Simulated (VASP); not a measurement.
Set up this calculation in VASP 6.6.1, as the native input.

```
Task                   : electric field gradients
Functional             : PBEsol
Potentials or basis    : VASP PAW PBE potentials, release 64 (Na_pv, S)
Cutoff                 : 400 eV
k mesh                 : 8 × 8 × 8
Occupations            : fermi-dirac, width 0.02 eV
Spin                   : no spin polarisation
Dipole correction      : no
Further INCAR settings : ALGO = Normal; EDIFF = 1e-08; NBANDS = 17
```

The structure of Na2S lies in POSCAR:

```
Na2S
1.0
    0.0000000000      3.2630000000      3.2630000000
    3.2630000000      0.0000000000      3.2630000000
    3.2630000000      3.2630000000      0.0000000000
Na S
2 1
Direct
    0.2500000000      0.2500000000      0.2500000000
    0.7500000000      0.7500000000      0.7500000000
    0.0000000000      0.0000000000      0.0000000000
```

These files were run (other wordings do the same):

INCAR

```
SYSTEM = Na2S
PREC = Accurate
ENCUT = 400
EDIFF = 1E-8
ISMEAR = -1
SIGMA = 0.02
LREAL = .False.
LASPH = .True.
NELM = 120
ALGO = Normal
ISIF = 2
LWAVE = .False.
LCHARG = .False.
GGA = PS
LEFG = .True.
NBANDS = 17
GGA_COMPAT = .False.
```

KPOINTS

```
Automatic mesh
0
Gamma
  8 8 8
  0 0 0
```

Potentials or basis: VASP PAW PBE potentials, release 64 (Na_pv, S).

Run with:

```sh
$ cat potpaw_PBE.64/Na_pv/POTCAR potpaw_PBE.64/S/POTCAR > POTCAR
$ mpirun -np 1 vasp_std > vasp.out
```

It gave:

```
Pressure                                : -0.5 GPa
Band gap on the k mesh                  : 2.39 eV
Largest electric field gradient by atom : zero within the noise of the run
```

Caveat: the PAW data sets were made with another functional, which shifts forces and pressure a little.

It took 56 s on 1 thread of Intel Xeon 8259CL, on a shared host, peak memory 0.17 GiB.
